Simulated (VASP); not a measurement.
Runs of VASP 6.6.1 on Ba. The structure is that of space group Cmmm (No. 65), or close to it. The cells are those of the table. 

| cell | further INCAR settings | gap on the mesh (eV) | pressure (GPa) |
| --- | --- | --- | --- |
| a = 3.934, b = 3.934, c = 5.700 Å, angles 90.0, 90.0, 123.7°, 1 atom | ALGO = Fast; EDIFF = 1e-06; NBANDS = 11 | none | 0.4 |
| a = 4.348, b = 4.348, c = 5.415 Å, angles 90.0, 90.0, 123.7°, 1 atom | ALGO = Fast; EDIFF = 1e-06; NBANDS = 11 | none | (a) |
| a = 3.934, b = 3.934, c = 5.985 Å, angles 90.0, 90.0, 123.7°, 1 atom | ALGO = Fast; EDIFF = 1e-07; NBANDS = 11 | none | (b) |
| a = 3.934, b = 3.934, c = 5.415 Å, angles 90.0, 90.0, 123.7°, 1 atom | ALGO = Fast; EDIFF = 1e-07; NBANDS = 11 | none | 0.3 |
| a = 4.348, b = 4.348, c = 5.700 Å, angles 90.0, 90.0, 123.7°, 1 atom | ALGO = Fast; EDIFF = 1e-07; NBANDS = 11 | none | -0.9 |
| a = 4.141, b = 4.141, c = 5.985 Å, angles 90.0, 90.0, 123.7°, 1 atom | ALGO = Fast; EDIFF = 1e-06; NBANDS = 11 | none | -0.2 |
| a = 4.348, b = 4.348, c = 5.985 Å, angles 90.0, 90.0, 123.7°, 1 atom | ALGO = Fast; EDIFF = 1e-07; NBANDS = 11 | none | -0.7 |
| a = 4.141, b = 4.141, c = 5.415 Å, angles 90.0, 90.0, 123.7°, 1 atom | ALGO = Fast; EDIFF = 1e-06; NBANDS = 11 | none | -0.5 |

Alike in all rows: task single point; level LDA; potentials or basis VASP PAW LDA potentials, release 64 (Ba_sv); no spin polarisation; k mesh 14 × 14 × 8; cutoff (eV) 520; smearing gaussian 0.15 eV.

Q: Fill in the values left out.

A: (a) -1.0; (b) 0.5.

Caveats: spin-orbit coupling is left out, which moves the levels of the heavy elements.

A k mesh can miss the band edges, and the runs leave out spin-orbit coupling on Ba.

A gap of «none» marks levels without a gap at the run's occupations.
